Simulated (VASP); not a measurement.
# AgB2 (P6/mmm) in VASP: notebook

The runs below take AgB2 through single point, relaxation of cell and atoms, with PBEsol.

Everything below comes from runs of VASP 6.6.1. Logs are shortened: lines on timing, memory, paths and dates and some standing lists are left out, and cuts for length are marked.

## (1) The cell of the first run

Symmetry: P6/mmm, No. 191, hexagonal system. Conventional cell: a = 3.007 Å, b = 3.007 Å, c = 3.943 Å, α = 90.00°, β = 90.00°, γ = 120.00°. Ag (site symmetry 6/mmm) has 12 B at 2.63 Å and 6 Ag at 3.01 Å within 3.5 Å. Within 2.3 Å of B (site symmetry -6m2) lie 3 B at 1.74 Å.

## (2) Single point, PBEsol

INCAR

```
PREC     = Accurate       # precision mode
ENCUT    = 520            # plane-wave cutoff, eV
EDIFF    = 1E-6           # SCF threshold, eV
ISMEAR   = 0              # smearing method
SIGMA    = 0.05           # smearing width, eV
LREAL    = F              # projectors in reciprocal space
LASPH    = T              # aspherical terms in the spheres
NELM     = 100            # most SCF steps
ALGO     = Normal         # electronic algorithm
ISIF     = 2              # what is computed and relaxed
LWAVE    = F              # write WAVECAR
LCHARG   = F              # write CHGCAR
GGA      = PS             # functional
NBANDS   = 16             # bands
```

KPOINTS

```
regular mesh
0
Gamma
  14 14 10
```

POSCAR

```
AgB2
1.0
    3.0074614049      0.0000000000      0.0000000000
   -1.5037307024      2.6045379775      0.0000000000
    0.0000000000      0.0000000000      3.9428693395
Ag B
1 2
Direct
    0.0000000000      0.0000000000      0.0000000000
    0.3333333333      0.6666666667      0.5000000000
    0.6666666667      0.3333333333      0.5000000000
```

Potentials or basis: VASP PAW PBE potentials, release 64 (Ag, B).

The run is started by

```bash
> cat potpaw_PBE.64/Ag/POTCAR potpaw_PBE.64/B/POTCAR > POTCAR
> mpirun -np 1 vasp_std > vasp.out
```

OUTCAR:

```text
PREC = Accurate
   ENCUT = 520
   EDIFF = 1E-6
   ISMEAR = 0
   LREAL = F
   LASPH = T
   NELM = 100
   ISIF = 2
   GGA = PS

 ion  position               nearest neighbor table
   1  0.000  0.000  0.000-   2 2.63   3 2.63   2 2.63   3 2.63   2 2.63   2 2.63   3 2.63   3 2.63
                             3 2.63   3 2.63   2 2.63   2 2.63
   2  0.333  0.667  0.500-   3 1.74   3 1.74   3 1.74   1 2.63   1 2.63   1 2.63   1 2.63   1 2.63
                             1 2.63
   3  0.667  0.333  0.500-   2 1.74   2 1.74   2 1.74   1 2.63   1 2.63   1 2.63   1 2.63   1 2.63
                             1 2.63

  LATTYP: Found a hexagonal cell.
 ALAT       =     3.0074614049
 C/A-ratio  =     1.3110290736

  Lattice vectors:

 A1 = (   3.0074614049,   0.0000000000,   0.0000000000)
 A2 = (  -1.5037307024,   2.6045379775,   0.0000000000)
 A3 = (   0.0000000000,   0.0000000000,   3.9428693395)

Analysis of symmetry for initial positions (statically):
=====================================================================
 Subroutine PRICEL returns:
 Original cell was already a primitive cell.

 Routine SETGRP: Setting up the symmetry group for a
 hexagonal supercell.

 Subroutine GETGRP returns: Found 24 space group operations
 (whereof 24 operations were pure point group operations)
 out of a pool of 24 trial point group operations.

The static configuration has the point symmetry D_6h.

Analysis of symmetry for dynamics (positions and initial velocities):
=====================================================================
 Subroutine PRICEL returns:
 Original cell was already a primitive cell.

 Routine SETGRP: Setting up the symmetry group for a
 hexagonal supercell.

 Subroutine GETGRP returns: Found 24 space group operations
 (whereof 24 operations were pure point group operations)
 out of a pool of 24 trial point group operations.

The dynamic configuration has the point symmetry D_6h.

 Subroutine INISYM returns: Found 24 space group operations
 (whereof 24 operations are pure point group operations),
 and found     1 'primitive' translations

----------------------------------------------------------------------------------------

                                     Primitive cell

  volume of cell :      30.8847

  direct lattice vectors                    reciprocal lattice vectors
     3.007461405  0.000000000  0.000000000     0.332506345  0.191972628  0.000000000
    -1.503730702  2.604537978  0.000000000     0.000000000  0.383945256  0.000000000
     0.000000000  0.000000000  3.942869340     0.000000000  0.000000000  0.253622404

  length of vectors
     3.007461405  3.007461405  3.942869340     0.383945256  0.383945256  0.253622404

  position of ions in fractional coordinates (direct lattice)
     0.000000000  0.000000000  0.000000000
     0.333333333  0.666666667  0.500000000
     0.666666667  0.333333333  0.500000000

  ion indices of the primitive-cell ions
   primitive index   ion index
                 1           1
                 2           2
                 3           3

----------------------------------------------------------------------------------------

 KPOINTS: regular mesh

Automatic generation of k-mesh.
 Grid dimensions read from file:
 generate k-points for:   14   14   10

 Generating k-lattice:

  Cartesian coordinates                     Fractional coordinates (reciprocal lattice)
     0.023750453  0.013712331  0.000000000     0.071428571  0.000000000  0.000000000
     0.000000000  0.027424661  0.000000000     0.000000000  0.071428571  0.000000000
     0.000000000  0.000000000  0.025362240     0.000000000  0.000000000  0.100000000

  Length of vectors
     0.027424661  0.027424661  0.025362240

  Shift w.r.t. Gamma in fractional coordinates (k-lattice)
     0.000000000  0.000000000  0.000000000

 Subroutine IBZKPT returns following result:
 ===========================================

 Found    144 irreducible k-points:

 Following reciprocal coordinates:
            Coordinates               Weight
  0.000000  0.000000  0.000000      1.000000
  0.071429  0.000000  0.000000      6.000000
  0.142857  0.000000  0.000000      6.000000
  0.214286  0.000000  0.000000      6.000000
  0.285714  0.000000  0.000000      6.000000
  0.357143  0.000000  0.000000      6.000000
[... 16 lines left out ...]
  0.285714  0.285714  0.000000      6.000000
  0.357143  0.285714  0.000000      6.000000
 [... further k-points ...]
   k-points           NKPTS =    144   k-points in BZ     NKDIM =    144   number of bands    NBANDS=     16
   number of dos      NEDOS =    301   number of ions     NIONS =      3
   total plane-waves  NPLWV =  17280
   dimension x,y,z NGX =    24 NGY =   24 NGZ =   30
   dimension x,y,z NGXF=    48 NGYF=   48 NGZF=   60
   ions per type =               1   2
   NGX,Y,Z   is equivalent  to a cutoff of  13.27, 13.27, 12.65 a.u.
   NGXF,Y,Z  is equivalent  to a cutoff of  26.53, 26.53, 25.30 a.u.
 SYSTEM =  unknown system
   PREC   = accura    normal or accurate (medium, high low for compatibility)
   ISTART =      0    job   : 0-new  1-cont  2-samecut
   ICHARG =      2    charge: 1-file 2-atom 10-const
   ISPIN  =      1    spin polarized calculation?
   LNONCOLLINEAR =      F non collinear calculations
   LSORBIT =      F    spin-orbit coupling
   LASPH  =      T    aspherical Exc in radial PAW
   ENCUT  =  520.0 eV  38.22 Ry    6.18 a.u.   5.59  5.59  7.33*2*pi/ulx,y,z
   NELM   =    100;   NELMIN=  2; NELMDL= -5     # of ELM steps
   EDIFF  = 0.1E-05   stopping-criterion for ELM
   LREAL  =      F    real-space projection
   EDIFFG = 0.1E-04   stopping-criterion for IOM
   NSW    =      0    number of steps for IOM
   IBRION =     -1    ionic relax: 0-MD 1-quasi-New 2-CG
   NFREE  =      0    steps in history (QN), initial steepest desc. (CG)
   ISIF   =      2    stress and relaxation
   ISYM   =      2    0-nonsym 1-usesym 2-fastsym
   POTIM  = 0.5000    time-step for ionic-motion
   TEBEG  =    0.0;   TEEND  =   0.0 temperature during run
   PSTRESS=    0.0 pullay stress
   NELECT =      17.0000    total number of electrons
   NUPDOWN=      -1.0000    fix difference up-down
   EMIN   =  10.00;   EMAX   =-10.00  energy-range for DOS
   EFERMI =   0.00;   METHOD = LEGACY
   ISMEAR =     0;   SIGMA  =   0.05  broadening in eV -4-tet -1-fermi 0-gaus
   EFERMI_NEDOS =   21; number of points for ismear=-14 and -15
   IALGO  =     38    algorithm
   IMIX   =      4    mixing-type and parameters
     AMIX     =   0.40;   BMIX     =  1.00
     AMIX_MAG =   1.60;   BMIX_MAG =  1.00
  volume/ion in A,a.u.               =      10.29        69.47
  Fermi-wavevector in a.u.,A,eV,Ry     =   1.341663  2.535375 24.491296  1.800059
  Thomas-Fermi vector in A             =   2.469879
   LORBIT       =      0    0 simple, 1 ext, 2 COOP (PROOUT), +10 PAW based schemes
   GGA     = PS    functional components
   LHFCALC =     F    Hartree Fock is set to
   AEXX    =    0.0000 exact exchange contribution
   IVDW    =     0    specifies the selected vdW correction
   LEPSILON=     F    determine dielectric tensor
   LRPA    =     F    only Hartree local field effects (RPA)
 non-spin polarized calculation
 Gauss-broadening in eV      SIGMA  =   0.05
  energy-cutoff  :      520.00
  volume of cell :       30.88
 maximum number of plane-waves:       855
 NGX is ok and might be reduce to    24
   NGX = 11   NGY = 11   NGZ = 15

 number of electron      16.9999998 magnetization

 Free energy of the ion-electron system (eV)
  ---------------------------------------------------
  ext. energy  EPLUGINS =         0.00000000
  ---------------------------------------------------
  free energy    TOTEN  =       -15.82911543 eV

  energy without entropy =      -15.82808034  energy(sigma->0) =      -15.82859788

 E-fermi :   7.4812     XC(G=0): -12.3402

 val. band max:        7.4773798134   @ k =   0.2857   0.0000   0.4000
 cond. band min:       7.4991980032   @ k =   0.1429   0.0714   0.2000
 fundamental gap:      0.0218181899
 Fermi energy:         7.4812470238

 k-point     1 :       0.0000    0.0000    0.0000
  band No.  band energies     occupation
      1      -4.9116      2.00000
      2       1.5628      2.00000
      3       2.4691      2.00000
      4       2.4691      2.00000
      5       3.4582      2.00000
      6       3.4582      2.00000
[... 8 lines left out ...]
     15      24.0188      0.00000
     16      25.9445      0.00000

 k-point     2 :       0.0714    0.0000    0.0000
  band No.  band energies     occupation
      1      -4.8168      2.00000
      2       1.6303      2.00000
      3       2.4133      2.00000
      4       2.5300      2.00000
      5       2.9253      2.00000
      6       3.4437      2.00000
[... 8 lines left out ...]
     15      24.3360      0.00000
     16      25.5522      0.00000

 k-point     3 :       0.1429    0.0000    0.0000
  band No.  band energies     occupation
      1      -4.5349      2.00000
      2       1.7990      2.00000
      3       2.2699      2.00000
      4       2.4266      2.00000
      5       2.7056      2.00000
      6       3.4032      2.00000
[... 8 lines left out ...]
     15      24.4271      0.00000
     16      24.8455      0.00000

 k-point     4 :       0.2143    0.0000    0.0000
  band No.  band energies     occupation
      1      -4.0726      2.00000
      2       1.8596      2.00000
      3       2.0281      2.00000
      4       2.1947      2.00000
      5       2.9756      2.00000
      6       3.3452      2.00000
[... 8 lines left out ...]
     15      23.0931      0.00000
     16      23.6979      0.00000
[... 324 lines left out ...]
 k-point    22 :       0.3571    0.2143    0.0000
  band No.  band energies     occupation
      1      -0.7206      2.00000
      2       0.2218      2.00000
      3       1.5855      2.00000
      4       1.6724      2.00000
      5       2.5848      2.00000
      6       3.7026      2.00000
[... 8 lines left out ...]
     15      19.6008      0.00000
     16      22.1330      0.00000

 k-point    23 :       0.2857    0.2857    0.0000
  band No.  band energies     occupation
      1      -0.7895      2.00000
      2       0.7068      2.00000
      3       1.3331      2.00000
      4       1.7861      2.00000
      5       2.4283      2.00000
      6       3.5900      2.00000
[... 8 lines left out ...]
     15      20.2978      0.00000
     16      20.8892      0.00000

 k-point    24 :       0.3571    0.2857    0.0000
  band No.  band energies     occupation
      1       0.0596      2.00000
      2       0.1390      2.00000
      3       1.0431      2.00000
      4       1.9022      2.00000
      5       2.2581      2.00000
      6       3.6258      2.00000
[... 8 lines left out ...]
     15      20.4692      0.00000
     16      21.7046      0.00000

 [... further k-points ...]

------------------------ aborting loop because EDIFF is reached ----------------------------------------

  FORCE on cell =-STRESS in cart. coord.  units (eV):
  Direction    XX          YY          ZZ          XY          YZ          ZX
  --------------------------------------------------------------------------------------
  -------------------------------------------------------------------------------------
  Total        0.0056356      0.0056356     -0.0296426      0.0000000     -0.0000000      0.0000000
  in kB        0.2923533      0.2923533     -1.5377437      0.0000000     -0.0000000      0.0000000
  external PRESSURE =      -0.3176790 kB  Pullay stress =       0.0000000 kB

 VOLUME and BASIS-vectors are now :
 -----------------------------------------------------------------------------
  energy-cutoff  :      520.00
  volume of cell :       30.88
      direct lattice vectors                 reciprocal lattice vectors
     3.007461405  0.000000000  0.000000000     0.332506345  0.191972628  0.000000000
    -1.503730702  2.604537978  0.000000000     0.000000000  0.383945256  0.000000000
     0.000000000  0.000000000  3.942869340     0.000000000  0.000000000  0.253622404

 POSITION                                       TOTAL-FORCE (eV/Angst)
 -----------------------------------------------------------------------------------
      0.00000      0.00000      0.00000        -0.000000     -0.000000      0.000000
     -0.00000      1.73636      1.97143        -0.000000      0.000000     -0.000000
      1.50373      0.86818      1.97143         0.000000     -0.000000      0.000000
 -----------------------------------------------------------------------------------
    total drift:                               -0.000000      0.000000      0.000000

  FREE ENERGIE OF THE ION-ELECTRON SYSTEM (eV)
  ---------------------------------------------------
  free  energy   TOTEN  =       -15.8291154298 eV

  energy  without entropy=      -15.8280803395  energy(sigma->0) =      -15.82859788
```

Run time: 61 s. Hardware: 1 thread of Intel Xeon 8259CL, shared host; peak memory 0.2 GiB.

Results:

```yaml
Free_energy: -15.8291 eV
Pressure: 0.0 GPa
Band_gap_on_the_k_mesh: zero (an odd number of electrons rules out a gap without spin polarisation)
```

Caveat: the PAW data sets were made with another functional, which shifts forces and pressure a little.

[end of part 1 of 2]
